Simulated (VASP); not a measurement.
# Mg16Se3S13 (P1) in VASP: further runs, part 2 of 2

VASP 6.6.1. The steps go on from the part before.

**3. Relaxation of volume and atoms at fixed shape, PBEsol**

File INCAR:

```
  PREC = Accurate
  ENCUT = 500
  EDIFF = 1E-7
  ISMEAR = -1
  SIGMA = 0.05
  LREAL = Auto
  LASPH = T
  NELM = 120
  ALGO = Normal
  ISIF = 8
  LWAVE = F
  LCHARG = F
  GGA = PS
  IBRION = 2
  NSW = 100
  EDIFFG = -0.03
  ISYM = -1
  GGA_COMPAT = F
  NELMIN = 4
```

File KPOINTS:

```
explicit points
1
Reciprocal
  0.25000000   0.25000000   0.25000000 1
```

File POSCAR:

```
Mg16Se3S13
1.0
   10.4657120000      0.0000000000      0.0000000000
    0.0000000000     10.4657120000      0.0000000000
    0.0000000000      0.0000000000     10.4657120000
S Se Mg
26 6 32
Direct
    0.2511940000      0.9994240000      0.0029790000
    0.2493770000      0.0004760000      0.5044250000
    0.2500400000      0.4995640000      0.0024450000
    0.2506970000      0.4990090000      0.5025260000
    0.7501010000      0.5008700000      0.9999470000
    0.7491930000      0.4998710000      0.5016780000
    0.0026580000      0.2477070000      0.0008140000
    0.0023930000      0.2489670000      0.5011900000
    0.9987330000      0.7504000000      0.9972880000
    0.0044540000      0.7503650000      0.4983180000
    0.4984720000      0.2508550000      0.0009000000
    0.5026940000      0.2468260000      0.5023880000
    0.4999270000      0.7497840000      0.9994840000
    0.5001220000      0.7496960000      0.5013900000
    0.9987150000      0.9989190000      0.2496540000
    0.9966610000      0.5004140000      0.2529880000
    0.0004850000      0.4986550000      0.7543460000
    0.5016590000      0.0005590000      0.2470080000
    0.5005710000      0.9999720000      0.7513720000
    0.4986620000      0.4987560000      0.2488190000
    0.5013460000      0.5000790000      0.7499070000
    0.2511860000      0.2523650000      0.2518680000
    0.2491650000      0.2501820000      0.7497730000
    0.2478480000      0.7499220000      0.7505830000
    0.7520160000      0.7497810000      0.2497670000
    0.7495330000      0.7478040000      0.7503020000
    0.7493630000      0.0011070000      0.9955090000
    0.7492750000      0.9968040000      0.5012450000
    0.9992040000      0.0026030000      0.7492500000
    0.2468640000      0.7471860000      0.2526820000
    0.7533870000      0.2492880000      0.2496330000
    0.7463740000      0.2516100000      0.7480960000
    0.9988800000      0.9998880000      0.9977150000
    0.9984350000      0.9978600000      0.4990790000
    0.0005460000      0.4975700000      0.9983760000
    0.9991940000      0.5016140000      0.5004570000
    0.5001830000      0.9993890000      0.9988710000
    0.4973550000      0.0018510000      0.4981720000
    0.5004040000      0.4977600000      0.0030760000
    0.4995590000      0.4987480000      0.5030720000
    0.2480720000      0.2521920000      0.9992320000
    0.2514350000      0.2481880000      0.5020390000
    0.2495600000      0.7521500000      0.9982340000
    0.2487520000      0.7510660000      0.5027160000
    0.7512320000      0.2500360000      0.0023830000
    0.7491940000      0.2512340000      0.4999490000
    0.7476220000      0.7489690000      0.0000270000
    0.7480260000      0.7518360000      0.4997420000
    0.2501960000      0.9985430000      0.2492330000
    0.2460950000      0.0019590000      0.7515510000
    0.2495490000      0.5008070000      0.2490940000
    0.2506610000      0.4994010000      0.7501000000
    0.7458850000      0.9992690000      0.2523930000
    0.7510540000      0.0006340000      0.7477280000
    0.7511850000      0.5009540000      0.2497600000
    0.7487760000      0.5009280000      0.7488140000
    0.0015420000      0.2488910000      0.2494650000
    0.0035020000      0.2520510000      0.7511270000
    0.0031160000      0.7496110000      0.2491720000
    0.0026890000      0.7518690000      0.7470280000
    0.4992090000      0.2497820000      0.2488270000
    0.4976250000      0.2491210000      0.7497970000
    0.4984190000      0.7539490000      0.2482330000
    0.5001750000      0.7520370000      0.7484890000
```

Potentials or basis: VASP PAW PBE potentials, release 64 (S, Se, Mg).

Started as:

```sh
$ cat potpaw_PBE.64/S/POTCAR potpaw_PBE.64/Se/POTCAR potpaw_PBE.64/Mg/POTCAR > POTCAR
$ mpirun -np 1 vasp_std > vasp.out
```

Run time: 51 min. Hardware: 1 thread of Intel Xeon Platinum 8259CL at 2.50GHz (Skylake/Cascade Lake), shared host; peak memory 1.2 GiB.

It converged, with:

| Quantity | Value |
| --- | --- |
| Free energy | -284.0438 eV |
| Relaxed volume | 17.89 Å³/atom |
| Relaxed cell | a = 10.462 Å, b = 10.462 Å, c = 10.462 Å, α = 90.00°, β = 90.00°, γ = 90.00° |
| Space group after relaxing (to 0.1 Å) | Pm (No. 6) |
| Energy gained by relaxing | 8.6 meV/atom |
| Ionic steps | 10 |
| Pressure after relaxing | 0.0 GPa |
| Largest force after relaxing | 0.027 eV/Å |
| Band gap on the k mesh | 3.11 eV |

Forces on the atoms (eV/Å):
```
S    0.001 -0.006 -0.007
S    0.009 -0.006 -0.007
S   -0.001  0.007 -0.005
S    0.005  0.006 -0.003
S   -0.004 -0.007  0.002
S    0.000  0.013 -0.001
S   -0.005 -0.003 -0.004
S   -0.006 -0.009  0.006
S    0.011  0.009  0.008
S    0.001  0.008  0.015
S    0.005 -0.006  0.001
S    0.001 -0.003 -0.005
S   -0.006  0.007  0.010
S    0.001  0.005 -0.007
S    0.002  0.007  0.003
S    0.000  0.001 -0.005
S   -0.004 -0.005 -0.001
S    0.007 -0.005  0.011
S   -0.003  0.003  0.003
S    0.003 -0.004 -0.001
S   -0.011 -0.005 -0.001
S   -0.008 -0.003  0.001
S    0.011 -0.005  0.001
S   -0.011 -0.007 -0.006
S   -0.003  0.010  0.005
S    0.006 -0.012 -0.003
Se   0.004  0.012  0.024
Se   0.009  0.010  0.009
Se   0.000 -0.004  0.004
Se   0.005  0.008 -0.003
Se  -0.015 -0.008 -0.013
Se   0.016 -0.020 -0.009
Mg   0.000  0.009  0.001
Mg   0.002  0.008  0.013
Mg  -0.007  0.010 -0.002
Mg  -0.005  0.002 -0.009
Mg   0.008  0.005  0.004
Mg   0.010  0.004  0.008
Mg   0.007  0.008 -0.021
Mg   0.005  0.005 -0.002
Mg   0.003 -0.012 -0.019
Mg  -0.006  0.006  0.003
Mg   0.006 -0.003  0.008
Mg  -0.004  0.000 -0.017
Mg  -0.006  0.008  0.025
Mg  -0.009  0.003 -0.012
Mg   0.004  0.005 -0.005
Mg   0.004  0.000  0.013
Mg   0.003 -0.001 -0.007
Mg  -0.005  0.008 -0.010
Mg  -0.005  0.009 -0.004
Mg   0.003 -0.015 -0.009
Mg   0.005  0.002 -0.003
Mg   0.000 -0.017 -0.004
Mg   0.008 -0.018 -0.004
Mg  -0.004  0.005  0.002
Mg  -0.013  0.010 -0.007
Mg   0.010 -0.012 -0.004
Mg   0.005 -0.003  0.008
Mg  -0.014 -0.003  0.011
Mg   0.001 -0.006  0.003
Mg  -0.020  0.006  0.001
Mg  -0.012 -0.006  0.008
Mg   0.005 -0.006  0.009
```

Stress tensor (GPa, compression positive):
```
-0.03 -0.40 -0.41
-0.40 -0.02 -0.41
-0.41 -0.41  0.04
```

Step by step:
| step | energy change (eV) | largest force (eV/Å) | pressure (GPa) | volume (Å³) |
| --- | --- | --- | --- | --- |
| 1 | 0.0000 | 0.7137 | 0.04 | 1146.32 |
| 2 | -0.3167 | 0.4483 | -0.10 | 1147.10 |
| 3 | -0.4856 | 0.2114 | -0.21 | 1148.19 |
| 4 | -0.4859 | 0.2129 | -0.22 | 1148.23 |
| 5 | -0.5244 | 0.1306 | 0.12 | 1143.17 |
| 6 | -0.5322 | 0.0735 | 0.36 | 1139.56 |
| 7 | -0.5440 | 0.0519 | -0.10 | 1146.71 |
| 8 | -0.5443 | 0.0482 | -0.04 | 1145.66 |
| 9 | -0.5471 | 0.0327 | -0.02 | 1145.47 |
| 10 | -0.5486 | 0.0271 | 0.00 | 1145.18 |

Final structure:
```
S Se Mg
1.0
    10.46225    0.00000    0.00000
     0.00000   10.46225    0.00000
     0.00000    0.00000   10.46225
S Se Mg
26 6 32
Direct
  0.25042 0.00091 0.00048
  0.25032 0.00072 0.50052
  0.24996 0.49941 0.99997
  0.24995 0.49916 0.50154
  0.74989 0.50154 0.00025
  0.74981 0.50128 0.50023
  0.00260 0.25164 0.00110
  0.00269 0.25171 0.49925
  0.99968 0.74791 0.99961
  0.99989 0.74795 0.49964
  0.49746 0.25101 0.00031
  0.49760 0.25088 0.50040
  0.49974 0.74892 0.99905
  0.49969 0.74898 0.50091
  0.00137 0.99961 0.24971
  0.00000 0.49990 0.25033
  0.00089 0.50107 0.75031
  0.49783 0.00007 0.24975
  0.49733 0.99929 0.74997
  0.49974 0.50013 0.25054
  0.49904 0.50106 0.75054
  0.25037 0.25013 0.25056
  0.25061 0.25118 0.75065
  0.25087 0.74939 0.75056
  0.74973 0.74825 0.24989
  0.74897 0.74799 0.74990
  0.74907 0.99880 0.00018
  0.74894 0.99877 0.49926
  0.00124 0.99975 0.74967
  0.24985 0.74967 0.25052
  0.75036 0.25106 0.25024
  0.74920 0.25211 0.75022
  0.00624 0.99962 0.00520
  0.00611 0.99967 0.49398
  0.00143 0.49968 0.00169
  0.00144 0.49986 0.49918
  0.49330 0.99990 0.00110
  0.49316 0.99992 0.49837
  0.49838 0.49978 0.00110
  0.49837 0.49977 0.50038
  0.24996 0.25169 0.99967
  0.25026 0.25111 0.50198
  0.24955 0.74869 0.99510
  0.24990 0.74839 0.50606
  0.75041 0.25680 0.99980
  0.75064 0.25678 0.50046
  0.74969 0.74376 0.99846
  0.74982 0.74377 0.50108
  0.25075 0.00407 0.25059
  0.25467 0.00010 0.75075
  0.25013 0.49568 0.25094
  0.25114 0.50059 0.75091
  0.74792 0.99418 0.24978
  0.74332 0.99341 0.74984
  0.74952 0.50513 0.25032
  0.74852 0.50604 0.75021
  0.00567 0.25086 0.25037
  0.00622 0.25605 0.75028
  0.99561 0.74852 0.24944
  0.00017 0.74515 0.74943
  0.49517 0.25035 0.25024
  0.49415 0.25136 0.75034
  0.50406 0.75000 0.24967
  0.49969 0.74903 0.74978
```

Levels at points of the mesh, in eV from the valence-band top:
| k point | band 126 | band 127 | band 128 | band 129 | band 130 | band 131 |
| --- | --- | --- | --- | --- | --- | --- |
| (0.25, 0.25, 0.25) | -0.26 | -0.06 | 0.00 | 3.11 | 3.14 | 3.17 |

Caveat: the PAW data sets were made with another functional, which shifts forces and pressure a little; a shifted mesh leaves out Γ, where band edges can lie. A k mesh can miss the band edges.
